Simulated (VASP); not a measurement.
# Nb (Im-3m) in VASP: a series of runs

Nb is run at these levels: PBE; tasks: single point, relaxation of cell and atoms.

All numbers are computed with VASP 6.6.1; they aren't measurements. Logs are shortened: lines on timing, memory, paths and dates and some standing lists are left out, and cuts for length are marked.

## Step 1: The cell of the first run

It takes space group Im-3m (No. 229, cubic). Conventional cell: a = 3.307 Å, b = 3.307 Å, c = 3.307 Å, α = 90.00°, β = 90.00°, γ = 90.00°. Within 3.8 Å of Nb (site symmetry m-3m) lie 14 Nb at 2.86 to 3.31 Å.

## Step 2: Single point, PBE, collinear spin

Contents of INCAR:

```
SYSTEM = Nb
PREC = Accurate
ENCUT = 520
EDIFF = 1E-6
ISMEAR = -1
SIGMA = 0.05
LREAL = .False.
LASPH = .True.
NELM = 150
ALGO = Normal
ISIF = 2
LWAVE = .False.
LCHARG = .False.
ISPIN = 2
MAGMOM = 1
LORBIT = 11
LMAXMIX = 4
GGA = PE
NBANDS = 16
```

Contents of KPOINTS:

```
regular mesh
0
Gamma
  13 13 13
  0 0 0
```

Contents of POSCAR:

```
Nb
1.0
   -1.6535683337      1.6535683337      1.6535683337
    1.6535683337     -1.6535683337      1.6535683337
    1.6535683337      1.6535683337     -1.6535683337
Nb
1
Direct
    0.0000000000      0.0000000000      0.0000000000
```

Potentials or basis: VASP PAW PBE potentials, release 64 (Nb_sv).

Started as:

```
cat potpaw_PBE.64/Nb_sv/POTCAR > POTCAR
mpirun -np 1 vasp_std > vasp.out
```

OUTCAR:

```text
SYSTEM = Nb
   PREC = Accurate
   ENCUT = 520
   EDIFF = 1E-6
   ISMEAR = -1
   LREAL = .False.
   LASPH = .True.
   NELM = 150
   ISIF = 2
   ISPIN = 2
   LORBIT = 11
   GGA = PE

 ion  position               nearest neighbor table
   1  0.000  0.000  0.000-

  LATTYP: Found a body centered cubic cell.
 ALAT       =     3.3071366674

  Lattice vectors:

 A1 = (  -1.6535683337,   1.6535683337,   1.6535683337)
 A2 = (   1.6535683337,  -1.6535683337,   1.6535683337)
 A3 = (   1.6535683337,   1.6535683337,  -1.6535683337)

Analysis of symmetry for initial positions (statically):
=====================================================================
 Subroutine PRICEL returns:
 Original cell was already a primitive cell.

 Routine SETGRP: Setting up the symmetry group for a
 body centered cubic supercell.

 Subroutine GETGRP returns: Found 48 space group operations
 (whereof 48 operations were pure point group operations)
 out of a pool of 48 trial point group operations.

The static configuration has the point symmetry O_h .

Analysis of symmetry for dynamics (positions and initial velocities):
=====================================================================
 Subroutine PRICEL returns:
 Original cell was already a primitive cell.

 Routine SETGRP: Setting up the symmetry group for a
 body centered cubic supercell.

 Subroutine GETGRP returns: Found 48 space group operations
 (whereof 48 operations were pure point group operations)
 out of a pool of 48 trial point group operations.

The dynamic configuration has the point symmetry O_h .

Analysis of structural, dynamic, and magnetic symmetry:
=====================================================================
 Subroutine PRICEL returns:
 Original cell was already a primitive cell.

 Routine SETGRP: Setting up the symmetry group for a
 body centered cubic supercell.

 Subroutine GETGRP returns: Found 48 space group operations
 (whereof 48 operations were pure point group operations)
 out of a pool of 48 trial point group operations.

The overall configuration has the point symmetry O_h .

 Subroutine INISYM returns: Found 48 space group operations
 (whereof 48 operations are pure point group operations),
 and found     1 'primitive' translations

----------------------------------------------------------------------------------------

                                     Primitive cell

  volume of cell :      18.0853

  direct lattice vectors                    reciprocal lattice vectors
    -1.653568334  1.653568334  1.653568334     0.000000000  0.302376376  0.302376376
     1.653568334 -1.653568334  1.653568334     0.302376376  0.000000000  0.302376376
     1.653568334  1.653568334 -1.653568334     0.302376376  0.302376376  0.000000000

  length of vectors
     2.864064368  2.864064368  2.864064368     0.427624772  0.427624772  0.427624772

  position of ions in fractional coordinates (direct lattice)
     0.000000000  0.000000000  0.000000000

  ion indices of the primitive-cell ions
   primitive index   ion index
                 1           1

----------------------------------------------------------------------------------------

 KPOINTS: regular mesh

Automatic generation of k-mesh.
 Grid dimensions read from file:
 generate k-points for:   13   13   13

 Generating k-lattice:

  Cartesian coordinates                     Fractional coordinates (reciprocal lattice)
     0.000000000  0.023259721  0.023259721     0.076923077  0.000000000  0.000000000
     0.023259721  0.000000000  0.023259721     0.000000000  0.076923077  0.000000000
     0.023259721  0.023259721  0.000000000     0.000000000  0.000000000  0.076923077

  Length of vectors
     0.032894213  0.032894213  0.032894213

  Shift w.r.t. Gamma in fractional coordinates (k-lattice)
     0.000000000  0.000000000  0.000000000

 Subroutine IBZKPT returns following result:
 ===========================================

 Found     84 irreducible k-points:

 Following reciprocal coordinates:
            Coordinates               Weight
  0.000000  0.000000  0.000000      1.000000
  0.076923  0.000000  0.000000     12.000000
  0.153846  0.000000  0.000000     12.000000
  0.230769  0.000000  0.000000     12.000000
  0.307692  0.000000  0.000000     12.000000
  0.384615  0.000000  0.000000     12.000000
[... 16 lines left out ...]
  0.153846  0.076923  0.076923     24.000000
  0.230769  0.076923  0.076923     24.000000
 [... further k-points ...]
   k-points           NKPTS =     84   k-points in BZ     NKDIM =     84   number of bands    NBANDS=     16
   number of dos      NEDOS =    301   number of ions     NIONS =      1
   total plane-waves  NPLWV =  13824
   dimension x,y,z NGX =    24 NGY =   24 NGZ =   24
   dimension x,y,z NGXF=    48 NGYF=   48 NGZF=   48
   ions per type =               1
   NGX,Y,Z   is equivalent  to a cutoff of  13.93, 13.93, 13.93 a.u.
   NGXF,Y,Z  is equivalent  to a cutoff of  27.86, 27.86, 27.86 a.u.
 SYSTEM =  Nb
   PREC   = accura    normal or accurate (medium, high low for compatibility)
   ISTART =      0    job   : 0-new  1-cont  2-samecut
   ICHARG =      2    charge: 1-file 2-atom 10-const
   ISPIN  =      2    spin polarized calculation?
   LNONCOLLINEAR =      F non collinear calculations
   LSORBIT =      F    spin-orbit coupling
   LASPH  =      T    aspherical Exc in radial PAW
   ENCUT  =  520.0 eV  38.22 Ry    6.18 a.u.   5.33  5.33  5.33*2*pi/ulx,y,z
   NELM   =    150;   NELMIN=  2; NELMDL= -5     # of ELM steps
   EDIFF  = 0.1E-05   stopping-criterion for ELM
   LREAL  =      F    real-space projection
   EDIFFG = 0.1E-04   stopping-criterion for IOM
   NSW    =      0    number of steps for IOM
   IBRION =     -1    ionic relax: 0-MD 1-quasi-New 2-CG
   NFREE  =      0    steps in history (QN), initial steepest desc. (CG)
   ISIF   =      2    stress and relaxation
   ISYM   =      2    0-nonsym 1-usesym 2-fastsym
   POTIM  = 0.5000    time-step for ionic-motion
   TEBEG  =    0.0;   TEEND  =   0.0 temperature during run
   PSTRESS=    0.0 pullay stress
   NELECT =      13.0000    total number of electrons
   NUPDOWN=      -1.0000    fix difference up-down
   EMIN   =  10.00;   EMAX   =-10.00  energy-range for DOS
   EFERMI =   0.00;   METHOD = LEGACY
   ISMEAR =    -1;   SIGMA  =   0.05  broadening in eV -4-tet -1-fermi 0-gaus
   EFERMI_NEDOS =   21; number of points for ismear=-14 and -15
   IALGO  =     38    algorithm
   IMIX   =      4    mixing-type and parameters
     AMIX     =   0.40;   BMIX     =  1.00
     AMIX_MAG =   1.60;   BMIX_MAG =  1.00
  volume/ion in A,a.u.               =      18.09       122.05
  Fermi-wavevector in a.u.,A,eV,Ry     =   1.466495  2.771273 29.260777  2.150606
  Thomas-Fermi vector in A             =   2.582225
   LORBIT       =     11    0 simple, 1 ext, 2 COOP (PROOUT), +10 PAW based schemes
   GGA     = PE    functional components
   LHFCALC =     F    Hartree Fock is set to
   AEXX    =    0.0000 exact exchange contribution
   IVDW    =     0    specifies the selected vdW correction
   LEPSILON=     F    determine dielectric tensor
   LRPA    =     F    only Hartree local field effects (RPA)
 spin polarized calculation
  energy-cutoff  :      520.00
  volume of cell :       18.09
 maximum number of plane-waves:       496
 NGX is ok and might be reduce to    24
   NGX = 11   NGY = 11   NGZ = 11

 number of electron      13.0000000 magnetization      -0.0005395

 number of electron      13.0000000 magnetization       0.0001842

 Free energy of the ion-electron system (eV)
  ---------------------------------------------------
  ext. energy  EPLUGINS =         0.00000000
  ---------------------------------------------------
  free energy    TOTEN  =       -10.22724644 eV

  energy without entropy =      -10.21720551  energy(sigma->0) =      -10.22222598

 E-fermi :  11.1352     XC(G=0): -12.4777

 val. band max:       11.1182383462   @ k =   0.3846   0.2308   0.0000
 cond. band min:      11.1449903453   @ k =   0.3077   0.1538   0.1538
 fundamental gap:      0.0267519991
 Fermi energy:        11.1351916181

 spin component 1

 k-point     1 :       0.0000    0.0000    0.0000
  band No.  band energies     occupation
      1     -43.2412      1.00000
      2     -18.5478      1.00000
      3     -18.5478      1.00000
      4     -18.5478      1.00000
      5       5.1854      1.00000
      6      11.4955      0.00074
[... 8 lines left out ...]
     15      36.0893      0.00000
     16      39.0763      0.00000
[... 419 lines left out ...]
 k-point    24 :       0.2308    0.0769    0.0769
  band No.  band energies     occupation
      1     -43.0671      1.00000
      2     -19.5058      1.00000
      3     -18.8389      1.00000
      4     -18.6243      1.00000
      5       7.9825      1.00000
      6       9.9059      1.00000
[... 8 lines left out ...]
     15      35.4001      0.00000
     16      35.6452      0.00000

 [... further k-points ...]

 spin component 2

 k-point     1 :       0.0000    0.0000    0.0000
  band No.  band energies     occupation
      1     -43.2411      1.00000
      2     -18.5477      1.00000
      3     -18.5477      1.00000
      4     -18.5477      1.00000
      5       5.1856      1.00000
      6      11.4956      0.00074
[... 8 lines left out ...]
     15      36.0895      0.00000
     16      39.0764      0.00000
[... 419 lines left out ...]
 k-point    24 :       0.2308    0.0769    0.0769
  band No.  band energies     occupation
      1     -43.0670      1.00000
      2     -19.5058      1.00000
      3     -18.8388      1.00000
      4     -18.6243      1.00000
      5       7.9827      1.00000
      6       9.9061      1.00000
[... 8 lines left out ...]
     15      35.4002      0.00000
     16      35.6454      0.00000

 [... further k-points ...]

------------------------ aborting loop because EDIFF is reached ----------------------------------------

  FORCE on cell =-STRESS in cart. coord.  units (eV):
  Direction    XX          YY          ZZ          XY          YZ          ZX
  --------------------------------------------------------------------------------------
  -------------------------------------------------------------------------------------
  Total       -0.0399001     -0.0399001     -0.0399001     -0.0000000      0.0000000     -0.0000000
  in kB       -3.5347410     -3.5347410     -3.5347410     -0.0000000      0.0000000     -0.0000000
  external PRESSURE =      -3.5347410 kB  Pullay stress =       0.0000000 kB

 VOLUME and BASIS-vectors are now :
 -----------------------------------------------------------------------------
  energy-cutoff  :      520.00
  volume of cell :       18.09
      direct lattice vectors                 reciprocal lattice vectors
    -1.653568334  1.653568334  1.653568334     0.000000000  0.302376376  0.302376376
     1.653568334 -1.653568334  1.653568334     0.302376376  0.000000000  0.302376376
     1.653568334  1.653568334 -1.653568334     0.302376376  0.302376376  0.000000000

 POSITION                                       TOTAL-FORCE (eV/Angst)
 -----------------------------------------------------------------------------------
      0.00000      0.00000      0.00000        -0.000000     -0.000000     -0.000000
 -----------------------------------------------------------------------------------
    total drift:                               -0.000000      0.000000      0.000000

  FREE ENERGIE OF THE ION-ELECTRON SYSTEM (eV)
  ---------------------------------------------------
  free  energy   TOTEN  =       -10.2272464411 eV

  energy  without entropy=      -10.2172055094  energy(sigma->0) =      -10.22222598

 total charge

# of ion       s       p       d       tot
------------------------------------------
    1        2.220   5.995   2.507  10.722

 magnetization (x)

# of ion       s       p       d       tot
------------------------------------------
    1        0.000   0.000   0.000   0.000
```

Run time: 34 s. Hardware: 1 thread of AMD EPYC 9R45 (Zen 5), shared host; peak memory 0.14 GiB.

Results:

```
Free energy                                           : -10.2272 eV
Pressure                                              : -0.4 GPa
Net moment                                            : 0.00 μB per cell
Valence electrons inside the program's atomic spheres : Nb 10.72
```

## Step 3: Relaxation of cell and atoms, PBE, collinear spin

This run uses another cell than the first one, of 17.98 Å³/atom.

Contents of INCAR:

```
PREC = Accurate ; ENCUT = 600
EDIFF = 1E-6 ; ISMEAR = -1
SIGMA = 0.05 ; LREAL = F
LASPH = T ; NELM = 150
ALGO = Normal ; ISIF = 3
LWAVE = F ; LCHARG = F
ISPIN = 2 ; MAGMOM = 1
LORBIT = 11 ; LMAXMIX = 4
GGA = PE ; IBRION = 2
NSW = 80 ; EDIFFG = -0.01
```

Contents of KPOINTS:

```
Automatic mesh
0
Gamma
  13 13 13
```

Contents of POSCAR:

```
Nb
1.0
   -1.6502000000      1.6502000000      1.6502000000
    1.6502000000     -1.6502000000      1.6502000000
    1.6502000000      1.6502000000     -1.6502000000
Nb
1
Direct
    0.0000000000      0.0000000000      0.0000000000
```

Potentials or basis: VASP PAW PBE potentials, release 64 (Nb_sv).

Started as:

```
cat potpaw_PBE.64/Nb_sv/POTCAR > POTCAR
mpirun -np 1 vasp_std > vasp.out
```

Wall time 55 s (1 thread of AMD EPYC 9R45 (Zen 5), shared host); peak memory 0.15 GiB.

The run converged. Its results:

- Free energy: -10.2271 eV
- Relaxed volume: 18.05 Å³/atom
- Relaxed cell: a = 2.862 Å, b = 2.862 Å, c = 2.862 Å, α = 109.47°, β = 109.47°, γ = 109.47°
- Space group after relaxing (to 0.1 Å): Im-3m (No. 229)
- Energy gained by relaxing: 0.2 meV/atom
- Ionic steps: 3
- Pressure after relaxing: 0.0 GPa
- Net moment: 0.00 μB per cell
- Valence electrons inside the program's atomic spheres: Nb 10.72

The path:
```
step  energy change (eV)  largest force (eV/Å)  pressure (GPa)  volume (Å³)
   1              0.0000                0.0000            0.72        17.98
   2              0.0004                0.0000           -1.26        18.19
   3             -0.0002                0.0000            0.00        18.05
```

Final structure:
```yaml
crystal:
  lattice:
    - [-1.65253, 1.65253, 1.65253]
    - [1.65253, -1.65253, 1.65253]
    - [1.65253, 1.65253, -1.65253]
  atoms:
    - { symbol: Nb, position: [0.00000, 0.00000, 0.00000] }
```

Levels at points of the mesh, in eV from the Fermi level:
Spin up:
```
           k point  band 2  band 3  band 4  band 5  band 6  band 7  band 8  band 9  band 10  band 11
(0.00, 0.00, 0.00)  -29.68  -29.68  -29.68   -5.95    0.36    0.36    0.36    3.26     3.26    14.20
```
Spin down:
```csv
k point,band 3,band 4,band 5,band 6,band 7,band 8,band 9,band 10
"(0.00, 0.00, 0.00)",-29.68,-29.68,-5.95,0.36,0.36,0.36,3.26,3.26
```

## Step 4: Single point, PBE, collinear spin (15.92 Å³/atom)

This run uses another cell than the first one, of 15.92 Å³/atom.

Contents of INCAR:

```
SYSTEM = Nb
PREC = Accurate ; ENCUT = 520
EDIFF = 1E-6 ; ISMEAR = -1
SIGMA = 0.05 ; LREAL = .FALSE.
LASPH = .TRUE. ; NELM = 150
ALGO = Normal ; ISIF = 2
LWAVE = .FALSE. ; LCHARG = .TRUE.
ISPIN = 2 ; MAGMOM = 1
LORBIT = 11 ; LMAXMIX = 4
GGA = PE ; LELF = .TRUE.
LVHAR = .TRUE. ; NBANDS = 16
```

Contents of KPOINTS:

```
Automatic mesh
0
G
  22 22 22
  0 0 0
```

Contents of POSCAR:

```
Nb
1.0
   -1.5845880299      1.5845880299      1.5845880299
    1.5845880299     -1.5845880299      1.5845880299
    1.5845880299      1.5845880299     -1.5845880299
Nb
1
Direct
    0.0000000000      0.0000000000      0.0000000000
```

Started as:

```
cat potpaw_PBE.64/Nb_sv/POTCAR > POTCAR
mpirun -np 1 vasp_std > vasp.out
```

Wall time 90 s (1 thread of AMD EPYC 9R45 (Zen 5), shared host); peak memory 0.19 GiB.

It converged, with:

- Free energy: -10.0488 eV
- Pressure: 27.7 GPa
- Net moment: 0.00 μB per cell
- Valence electrons inside the program's atomic spheres: Nb 10.94

Levels at points of the mesh, in eV from the Fermi level:
Spin up:
```tsv
k point	band 4	band 5	band 6	band 7	band 8	band 9
(0.00, 0.00, 0.00)	-29.24	-6.14	0.29	0.29	0.29	3.63
(0.50, 0.00, 0.00)	-29.27	-4.29	-2.08	2.98	3.76	4.55
(0.50, 0.50, 0.50)	-30.57	-4.52	-4.52	6.48	6.48	6.48
```
Spin down:
| k point | band 4 | band 5 | band 6 | band 7 | band 8 | band 9 |
| --- | --- | --- | --- | --- | --- | --- |
| (0.00, 0.00, 0.00) | -29.24 | -6.14 | 0.29 | 0.29 | 0.29 | 3.63 |
| (0.50, 0.00, 0.00) | -29.27 | -4.29 | -2.08 | 2.98 | 3.76 | 4.55 |
| (0.50, 0.50, 0.50) | -30.57 | -4.52 | -4.52 | 6.48 | 6.48 | 6.48 |

Caveat: the cell stands under pressure.

## Step 5: Single point, PBE, collinear spin

Contents of INCAR:

```
SYSTEM = Nb
  PREC = Accurate
  ENCUT = 520
  EDIFF = 1E-7
  ISMEAR = -1
  SIGMA = 0.05
  LREAL = .FALSE.
  LASPH = .TRUE.
  NELM = 150
  ALGO = Normal
  ISIF = 2
  LWAVE = .FALSE.
  LCHARG = .FALSE.
  ISPIN = 2
  MAGMOM = 1
  LORBIT = 11
  LMAXMIX = 4
  GGA = PE
  NBANDS = 16
```

Contents of KPOINTS:

```
regular mesh
0
G
  22 22 22
  0 0 0
```

Contents of POSCAR:

```
Nb
1.0
   -1.6535683337      1.6535683337      1.6535683337
    1.6535683337     -1.6535683337      1.6535683337
    1.6535683337      1.6535683337     -1.6535683337
Nb
1
Direct
    0.0000000000      0.0000000000      0.0000000000
```

Started as:

```
cat potpaw_PBE.64/Nb_sv/POTCAR > POTCAR
mpirun -np 1 vasp_std > vasp.out
```

Wall time 2.2 min (1 thread of AMD EPYC 9R45 (Zen 5), shared host); peak memory 0.22 GiB.

Results (log left out):

* Free energy: -10.2227 eV
* Pressure: 0.2 GPa
* Net moment: 0.00 μB per cell
* Valence electrons inside the program's atomic spheres: Nb 10.72

Levels at points of the mesh, in eV from the Fermi level:
Spin up:
```tsv
k point	band 4	band 5	band 6	band 7	band 8	band 9
(0.00, 0.00, 0.00)	-29.67	-5.93	0.38	0.38	0.38	3.27
(0.50, 0.00, 0.00)	-29.68	-3.69	-1.63	2.27	3.30	3.98
(0.50, 0.50, 0.50)	-30.59	-3.69	-3.69	5.59	5.59	5.59
```
Spin down:
| k point | band 4 | band 5 | band 6 | band 7 | band 8 | band 9 |
| --- | --- | --- | --- | --- | --- | --- |
| (0.00, 0.00, 0.00) | -29.67 | -5.93 | 0.38 | 0.38 | 0.38 | 3.27 |
| (0.50, 0.00, 0.00) | -29.68 | -3.69 | -1.63 | 2.27 | 3.30 | 3.98 |
| (0.50, 0.50, 0.50) | -30.59 | -3.69 | -3.69 | 5.59 | 5.59 | 5.59 |

## Step 6: The runs side by side

| task | cell | k mesh | cutoff (eV) | gap on the mesh (eV) | pressure (GPa) | moment (μB) |
| --- | --- | --- | --- | --- | --- | --- |
| single point | a = 2.864 Å, angles 109.5°, 1 atom | 13 × 13 × 13 | 520 | none | -0.4 | 0.00 |
| relaxation of cell and atoms | relaxed from a = 2.858 Å, angles 109.5°, 1 atom | 13 × 13 × 13 | 600 | none | 0.0 | 0.00 |
| single point | a = 2.745 Å, angles 109.5°, 1 atom | 22 × 22 × 22 | 520 | none | 27.7 | 0.00 |
| single point | a = 2.864 Å, angles 109.5°, 1 atom | 22 × 22 × 22 | 520 | none | 0.2 | 0.00 |

Alike in all rows: level PBE; potentials or basis VASP PAW PBE potentials, release 64 (Nb_sv); spin collinear; smearing fermi-dirac 0.05 eV.

Caveats: the cell stands under pressure (at least some runs).

Total energies depend on the potentials used, so only differences within one code and one set of settings carry meaning.
